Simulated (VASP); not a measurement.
# TiO2 (P1) in VASP: notebook

TiO2 is run at these levels: PBE; tasks: single point.

All numbers are computed with VASP 6.6.1; they aren't measurements. Logs are shortened: lines on timing, memory, paths and dates and some standing lists are left out, and cuts for length are marked.

## 1. The cell of the first run

The typed cell holds 12 atoms: a = 6.743 Å, b = 6.743 Å, c = 6.743 Å, α = 94.93°, β = 94.93°, γ = 145.89°.

## 2. Single point, PBE

Contents of INCAR:

```
PREC = Accurate ; ENCUT = 520
EDIFF = 1E-6 ; ISMEAR = -1
SIGMA = 0.24 ; LREAL = F
LASPH = T ; NELM = 80
ALGO = Normal ; ISIF = 2
LWAVE = F ; LCHARG = F
GGA = PE ; NBANDS = 60
```

Contents of KPOINTS:

```
Automatic mesh
0
Gamma
  3 3 2
```

Contents of POSCAR:

```
TiO2
1.0
   -4.5582430000      4.5582430000      1.9775720000
    4.5582430000     -4.5582430000      1.9775720000
    4.5582430000      4.5582430000     -1.9775720000
Ti O
4 8
Direct
    0.3125876230      0.0512807993      0.2925688692
    0.0244109638      0.7442716646      0.7308079012
    0.9729436248      0.2628673959      0.2836838668
    0.7490029310      1.0428222820      0.7371480634
    0.4631823529      0.1536003494      0.6487916506
    0.1774657674      0.8884963114      0.0021828586
    0.1030465449      0.4208444332      0.6294749973
    0.1708924395      0.1807098187      0.3273300699
    0.8836306287      0.8847385118      0.6809751038
    0.7737399411      0.4027307605      0.3716453906
    0.7421031174      0.0747736223      1.0018004744
    0.4715484212      0.8271349926      0.3406904810
```

Potentials or basis: VASP PAW PBE potentials, release 64 (Ti_sv, O).

Command:

```sh
$ cat potpaw_PBE.64/Ti_sv/POTCAR potpaw_PBE.64/O/POTCAR > POTCAR
$ mpirun -np 1 vasp_std > vasp.out
```

OUTCAR:

```text
PREC = Accurate
   ENCUT = 520
   EDIFF = 1E-6
   ISMEAR = -1
   LREAL = F
   LASPH = T
   NELM = 80
   ISIF = 2
   GGA = PE

 ion  position               nearest neighbor table
   1  0.313  0.051  0.293-  10 1.69   8 1.76   6 1.88   5 2.33
   2  0.024  0.744  0.731-   6 1.75   9 1.84   5 1.92   5 2.19  10 2.43
   3  0.973  0.263  0.284-   8 1.83  11 1.86  12 2.04  12 2.07   7 2.24  10 2.28
   4  0.749  0.043  0.737-  11 1.79   7 1.81   9 1.92   7 2.40
   5  0.463  0.154  0.649-   2 1.92   2 2.19   1 2.33
   6  0.177  0.888  0.002-   2 1.75   1 1.88
   7  0.103  0.421  0.629-   4 1.81   3 2.24   4 2.40
   8  0.171  0.181  0.327-   1 1.76   3 1.83
   9  0.884  0.885  0.681-   2 1.84   4 1.92
  10  0.774  0.403  0.372-   1 1.69   3 2.28   2 2.43
  11  0.742  0.075  0.002-   4 1.79   3 1.86
  12  0.472  0.827  0.341-   3 2.04   3 2.07

  LATTYP: Found a body centered tetragonal cell.
 ALAT       =     9.1164860000
 C/A-ratio  =     0.4338452338

  Lattice vectors:

 A1 = (  -4.5582430000,   4.5582430000,   1.9775720000)
 A2 = (   4.5582430000,  -4.5582430000,   1.9775720000)
 A3 = (   4.5582430000,   4.5582430000,  -1.9775720000)

Analysis of symmetry for initial positions (statically):
=====================================================================
 Subroutine PRICEL returns:
 Original cell was already a primitive cell.

 Routine SETGRP: Setting up the symmetry group for a
 body centered tetragonal supercell.

 Subroutine GETGRP returns: Found  1 space group operations
 (whereof  1 operations were pure point group operations)
 out of a pool of 16 trial point group operations.

The static configuration has the point symmetry C_1 .

Analysis of symmetry for dynamics (positions and initial velocities):
=====================================================================
 Subroutine PRICEL returns:
 Original cell was already a primitive cell.

 Routine SETGRP: Setting up the symmetry group for a
 body centered tetragonal supercell.

 Subroutine GETGRP returns: Found  1 space group operations
 (whereof  1 operations were pure point group operations)
 out of a pool of 16 trial point group operations.

The dynamic configuration has the point symmetry C_1 .

 Subroutine INISYM returns: Found  1 space group operations
 (whereof  1 operations are pure point group operations),
 and found     1 'primitive' translations

----------------------------------------------------------------------------------------

                                     Primitive cell

  volume of cell :     164.3566

  direct lattice vectors                    reciprocal lattice vectors
    -4.558243000  4.558243000  1.977572000     0.000000000  0.109691388  0.252835295
     4.558243000 -4.558243000  1.977572000     0.109691388  0.000000000  0.252835295
     4.558243000  4.558243000 -1.977572000     0.109691388  0.109691388  0.000000000

  length of vectors
     6.742844319  6.742844319  6.742844319     0.275604584  0.275604584  0.155127048

  position of ions in fractional coordinates (direct lattice)
     0.312587623  0.051280799  0.292568869
     0.024410964  0.744271665  0.730807901
     0.972943625  0.262867396  0.283683867
     0.749002931  0.042822282  0.737148063
     0.463182353  0.153600349  0.648791651
     0.177465767  0.888496311  0.002182859
     0.103046545  0.420844433  0.629474997
     0.170892440  0.180709819  0.327330070
     0.883630629  0.884738512  0.680975104
     0.773739941  0.402730760  0.371645391
     0.742103117  0.074773622  0.001800474
     0.471548421  0.827134993  0.340690481

  ion indices of the primitive-cell ions
   primitive index   ion index
                 1           1
                 2           2
                 3           3
                 4           4
[... 37 lines left out ...]
|           W    W  A    A  R    R  N    N  II  N    N   GGGG   !!!           |
|                                                                             |
|     Your reciprocal lattice and k-lattice belong to different lattice       |
|     classes:                                                                |
|                                                                             |
|        The reciprocal lattice is body-centered tetragonal,                  |
|        whereas your k-lattice is base-centered monoclinic.                  |
|                                                                             |
|     Results are often still useful ...                                      |
|                                                                             |
 -----------------------------------------------------------------------------

 WARNING: IBZKPT: internal override: KBLOWUP is changed to .FALSE.
      ... skipping the blow-up phase ...

 Subroutine IBZKPT returns following result:
 ===========================================

 Found     10 irreducible k-points:

 Following reciprocal coordinates:
            Coordinates               Weight
  0.000000  0.000000  0.000000      1.000000
  0.333333  0.000000  0.000000      2.000000
  0.000000  0.333333  0.000000      2.000000
  0.333333  0.333333 -0.000000      2.000000
 -0.333333  0.333333  0.000000      2.000000
  0.000000  0.000000  0.500000      1.000000
  0.333333  0.000000  0.500000      2.000000
  0.000000  0.333333  0.500000      2.000000
  0.333333  0.333333  0.500000      2.000000
 -0.333333  0.333333  0.500000      2.000000
   k-points           NKPTS =     10   k-points in BZ     NKDIM =     10   number of bands    NBANDS=     60
   number of dos      NEDOS =    301   number of ions     NIONS =     12
   total plane-waves  NPLWV = 125000
   dimension x,y,z NGX =    50 NGY =   50 NGZ =   50
   dimension x,y,z NGXF=   100 NGYF=  100 NGZF=  100
   ions per type =               4   8
   NGX,Y,Z   is equivalent  to a cutoff of  12.33, 12.33, 12.33 a.u.
   NGXF,Y,Z  is equivalent  to a cutoff of  24.66, 24.66, 24.66 a.u.
 SYSTEM =  unknown system
   PREC   = accura    normal or accurate (medium, high low for compatibility)
   ISTART =      0    job   : 0-new  1-cont  2-samecut
   ICHARG =      2    charge: 1-file 2-atom 10-const
   ISPIN  =      1    spin polarized calculation?
   LNONCOLLINEAR =      F non collinear calculations
   LSORBIT =      F    spin-orbit coupling
   LASPH  =      T    aspherical Exc in radial PAW
   ENCUT  =  520.0 eV  38.22 Ry    6.18 a.u.  12.54 12.54 12.54*2*pi/ulx,y,z
   NELM   =     80;   NELMIN=  2; NELMDL= -5     # of ELM steps
   EDIFF  = 0.1E-05   stopping-criterion for ELM
   LREAL  =      F    real-space projection
   EDIFFG = 0.1E-04   stopping-criterion for IOM
   NSW    =      0    number of steps for IOM
   IBRION =     -1    ionic relax: 0-MD 1-quasi-New 2-CG
   NFREE  =      0    steps in history (QN), initial steepest desc. (CG)
   ISIF   =      2    stress and relaxation
   ISYM   =      2    0-nonsym 1-usesym 2-fastsym
   POTIM  = 0.5000    time-step for ionic-motion
   TEBEG  =    0.0;   TEEND  =   0.0 temperature during run
   PSTRESS=    0.0 pullay stress
   NELECT =      96.0000    total number of electrons
   NUPDOWN=      -1.0000    fix difference up-down
   EMIN   =  10.00;   EMAX   =-10.00  energy-range for DOS
   EFERMI =   0.00;   METHOD = LEGACY
   ISMEAR =    -1;   SIGMA  =   0.24  broadening in eV -4-tet -1-fermi 0-gaus
   EFERMI_NEDOS =   21; number of points for ismear=-14 and -15
   IALGO  =     38    algorithm
   IMIX   =      4    mixing-type and parameters
     AMIX     =   0.40;   BMIX     =  1.00
     AMIX_MAG =   1.60;   BMIX_MAG =  1.00
  volume/ion in A,a.u.               =      13.70        92.43
  Fermi-wavevector in a.u.,A,eV,Ry     =   1.368473  2.586039 25.479872  1.872718
  Thomas-Fermi vector in A             =   2.494434
   LORBIT       =      0    0 simple, 1 ext, 2 COOP (PROOUT), +10 PAW based schemes
   GGA     = PE    functional components
   LHFCALC =     F    Hartree Fock is set to
   AEXX    =    0.0000 exact exchange contribution
   IVDW    =     0    specifies the selected vdW correction
   LEPSILON=     F    determine dielectric tensor
   LRPA    =     F    only Hartree local field effects (RPA)
 non-spin polarized calculation
  energy-cutoff  :      520.00
  volume of cell :      164.36
 maximum number of plane-waves:      4451
 NGX is ok and might be reduce to    50
   NGX = 25   NGY = 25   NGZ = 25

 number of electron      96.0000027 magnetization

 Free energy of the ion-electron system (eV)
  ---------------------------------------------------
  ext. energy  EPLUGINS =         0.00000000
  ---------------------------------------------------
  free energy    TOTEN  =      -104.20207886 eV

  energy without entropy =     -104.14410791  energy(sigma->0) =     -104.17309338

 E-fermi :   3.1630     XC(G=0):  -9.7136

 val. band max:        2.0486296223   @ k =   0.3333   0.3333   0.5000
 cond. band min:       4.1788842032   @ k =   0.0000   0.0000   0.5000
 fundamental gap:      2.1302545809
 Fermi energy:         3.1630485351

 k-point     1 :       0.0000    0.0000    0.0000
  band No.  band energies     occupation
      1     -54.7550      2.00000
      2     -54.6267      2.00000
      3     -54.3591      2.00000
      4     -54.2917      2.00000
      5     -31.0899      2.00000
      6     -31.0595      2.00000
[... 619 lines left out ...]
     59       6.3149      0.00000
     60       6.4720      0.00000

------------------------ aborting loop because EDIFF is reached ----------------------------------------

  FORCE on cell =-STRESS in cart. coord.  units (eV):
  Direction    XX          YY          ZZ          XY          YZ          ZX
  --------------------------------------------------------------------------------------
  -------------------------------------------------------------------------------------
  Total       -5.8754773     -5.1496048     -8.9246338      0.9991541     -0.2867327     -0.4118404
  in kB      -57.2751837    -50.1992512    -86.9988962      9.7399295     -2.7951209     -4.0146929
  external PRESSURE =     -64.8244437 kB  Pullay stress =       0.0000000 kB

 VOLUME and BASIS-vectors are now :
 -----------------------------------------------------------------------------
  energy-cutoff  :      520.00
  volume of cell :      164.36
      direct lattice vectors                 reciprocal lattice vectors
    -4.558243000  4.558243000  1.977572000     0.000000000  0.109691388  0.252835295
     4.558243000 -4.558243000  1.977572000     0.109691388  0.000000000  0.252835295
     4.558243000  4.558243000 -1.977572000     0.109691388  0.109691388  0.000000000

 POSITION                                       TOTAL-FORCE (eV/Angst)
 -----------------------------------------------------------------------------------
      0.14250      2.52470      0.14100        -0.984871      1.774126     -2.339640
      6.61250      0.04990      0.07490        -0.162705     -2.651248      0.076490
     -1.94360      4.52980      1.88290         1.929070      0.604638     -0.024952
      0.14116      6.57904      0.10813        -3.632848     -0.916842     -0.990442
      1.54620      4.36850     -0.06330        -0.400634      1.393143     -0.425557
      3.25100     -3.23110      2.10370         0.346942      0.700056     -0.439882
      4.31790      1.42070     -0.20880         1.781960      0.173396      1.414038
      1.53680      1.44730      0.04800         0.635136     -1.342611     -0.059954
      3.10910      3.09900      2.15040         1.067548      0.279343     -1.010345
      0.00290      3.38520      1.59160         0.035514     -0.557197      4.184085
     -3.03364      3.05006      1.61187         0.154295      0.482994      1.011847
      3.17380     -0.06790      1.89450        -0.769406      0.060203     -1.395688
 -----------------------------------------------------------------------------------
    total drift:                               -0.000926     -0.000796     -0.000647

  FREE ENERGIE OF THE ION-ELECTRON SYSTEM (eV)
  ---------------------------------------------------
  free  energy   TOTEN  =      -104.2020788624 eV

  energy  without entropy=     -104.1441079062  energy(sigma->0) =     -104.17309338
```

Run time: 2.4 min. Hardware: 1 thread of AMD EPYC 9R45 (Zen 5), shared host; peak memory 0.34 GiB.

What came out:

- Free energy: -104.2021 eV
- Pressure: -6.5 GPa
- Largest force: 4.221 eV/Å
- Band gap on the k mesh: 2.13 eV, indirect (least direct gap 2.45 eV)

Forces on the atoms (eV/Å):
```
Ti  -0.985  1.774 -2.340
Ti  -0.163 -2.651  0.076
Ti   1.929  0.605 -0.025
Ti  -3.633 -0.917 -0.990
O   -0.401  1.393 -0.426
O    0.347  0.700 -0.440
O    1.782  0.173  1.414
O    0.635 -1.343 -0.060
O    1.068  0.279 -1.010
O    0.036 -0.557  4.184
O    0.154  0.483  1.012
O   -0.769  0.060 -1.396
```

Levels at points of the mesh, in eV from the valence-band top:
| k point | band 44 | band 45 | band 46 | band 47 | band 48 | band 49 | band 50 | band 51 | band 52 | band 53 |
| --- | --- | --- | --- | --- | --- | --- | --- | --- | --- | --- |
| (0.00, 0.00, 0.00) | -0.99 | -0.84 | -0.74 | -0.63 | -0.44 | 2.13 | 2.57 | 2.67 | 2.85 | 3.20 |
| (0.00, 0.00, 0.50) | -0.98 | -0.83 | -0.72 | -0.71 | -0.61 | 2.13 | 2.46 | 2.71 | 2.97 | 3.29 |

Caveat: the k points lie up to 0.58 Å⁻¹ apart; forces of over 1 eV/Å act on the atoms, so gaps and moduli don't describe the material at rest.

## 3. Single point, PBE

Contents of INCAR:

```
PREC = Accurate
ENCUT = 520
EDIFF = 1E-7
ISMEAR = -1
SIGMA = 0.24
LREAL = False
LASPH = True
NELM = 60
ALGO = Normal
ISIF = 2
LWAVE = False
LCHARG = True
GGA = PE
LELF = True
LVHAR = True
NBANDS = 60
```

Contents of KPOINTS:

```
regular mesh
0
Gamma
  3 3 2
```

Contents of POSCAR:

```
TiO2
1.0
   -4.5582430000      4.5582430000      1.9775720000
    4.5582430000     -4.5582430000      1.9775720000
    4.5582430000      4.5582430000     -1.9775720000
Ti O
4 8
Direct
    0.3274059593      0.0634994497      0.2808209216
    0.0352801938      0.7840555443      0.7265957519
    0.9446701722      0.2433582852      0.3014867790
    0.7267533277      1.0034937297      0.7384753292
    0.4914792968      0.2043730588      0.6649053155
    0.1459881019      0.8770702316      0.0056491065
    0.0854638959      0.4015396294      0.6426489329
    0.1290466970      0.1269954681      0.3372022948
    0.8459093354      0.8664874397      0.6805253691
    0.8553748131      0.4986255130      0.3534804968
    0.7611590282      0.0972409352      1.0175850651
    0.4122862172      0.7547536986      0.3487637671
```

Potentials or basis: VASP PAW PBE potentials, release 64 (Ti_sv, O).

Command:

```sh
$ cat potpaw_PBE.64/Ti_sv/POTCAR potpaw_PBE.64/O/POTCAR > POTCAR
$ mpirun -np 1 vasp_std > vasp.out
```

It took 2.5 min on 1 thread of AMD EPYC 9R45 (Zen 5), shared host; peak memory 0.33 GiB.

The run converged. Its results:

```yaml
Free_energy: -104.6334 eV
Pressure: -7.2 GPa
Largest_force: 3.442 eV/Å
Band_gap_on_the_k_mesh: 2.36 eV, indirect (least direct gap 2.53 eV)
```

Forces in eV/Å, atoms in the order of the input:
```
Ti   1.185  2.112 -1.077
Ti  -1.796  0.008 -0.007
Ti   0.486  0.671  0.683
Ti   1.813 -2.797 -0.860
O   -0.386  0.788 -0.720
O   -0.900 -0.573  0.227
O    1.305 -0.232  1.078
O    0.144 -1.184  0.383
O   -1.456  1.564 -0.518
O    0.379 -0.608 -0.800
O   -0.778  0.109  0.364
O    0.005  0.142  1.248
```

Stress tensor (GPa, compression positive):
```
 -2.93  -4.42  -1.28
 -4.42  -2.36   0.87
 -1.28   0.87 -16.37
```

Levels at points of the mesh, in eV from the valence-band top:
| k point | band 45 | band 46 | band 47 | band 48 | band 49 | band 50 | band 51 | band 52 |
| --- | --- | --- | --- | --- | --- | --- | --- | --- |
| (0.00, 0.00, 0.00) | -0.66 | -0.50 | -0.33 | -0.16 | 2.36 | 2.79 | 2.92 | 3.04 |
| (0.00, 0.00, 0.50) | -0.78 | -0.65 | -0.43 | -0.16 | 2.44 | 2.74 | 2.93 | 3.13 |

Caveat: the k points lie up to 0.58 Å⁻¹ apart; forces of over 1 eV/Å act on the atoms, so gaps and moduli don't describe the material at rest. A k mesh can miss the band edges.

[end of part 1 of 2]
